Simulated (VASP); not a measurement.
Set up this calculation in VASP 6.6.1, as the native input.

| Item | Value |
| --- | --- |
| Task | single point |
| Functional | PBEsol |
| Potentials or basis | VASP PAW PBE potentials, release 64 (Y_sv) |
| Cutoff | 520 eV |
| k mesh | 16 × 16 × 16 |
| Occupations | gaussian, width 0.15 eV |
| Spin | no spin polarisation |
| Dipole correction | no |
| Further INCAR settings | ALGO = Fast; EDIFF = 1e-06; NBANDS = 12 |

The structure of Y lies in POSCAR:

```
Y
1.0
    0.0000000000      2.6838000000      2.6838000000
    2.6838000000      0.0000000000      2.6838000000
    2.6838000000      2.6838000000      0.0000000000
Y
1
Direct
    0.0000000000      0.0000000000      0.0000000000
```

This cell differs from its parent crystal: strain +0.080 along x and y, +0.080 along z.

These files were run (other wordings do the same):

INCAR

```
PREC = Accurate
ENCUT = 520
EDIFF = 1E-6
ISMEAR = 0
SIGMA = 0.15
LREAL = False
LASPH = True
NELM = 60
ALGO = Fast
ISIF = 2
LWAVE = False
LCHARG = False
GGA = PS
NBANDS = 12
```

KPOINTS

```
regular mesh
0
Gamma
  16 16 16
```

Potentials or basis: VASP PAW PBE potentials, release 64 (Y_sv).

Run with:

```bash
$ cat potpaw_PBE.64/Y_sv/POTCAR > POTCAR
$ mpirun -np 1 vasp_std > vasp.out
```

It gave:

```yaml
Pressure: -6.5 GPa
```

Caveat: the cell differs from its parent crystal (strain +0.080 along x and y, +0.080 along z); the PAW data sets were made with another functional, which shifts forces and pressure a little.

Run time: 33 s on 1 thread of Intel(R) Xeon(R) 6975P-C (Granite Rapids) (shared host), peak memory 0.21 GiB.
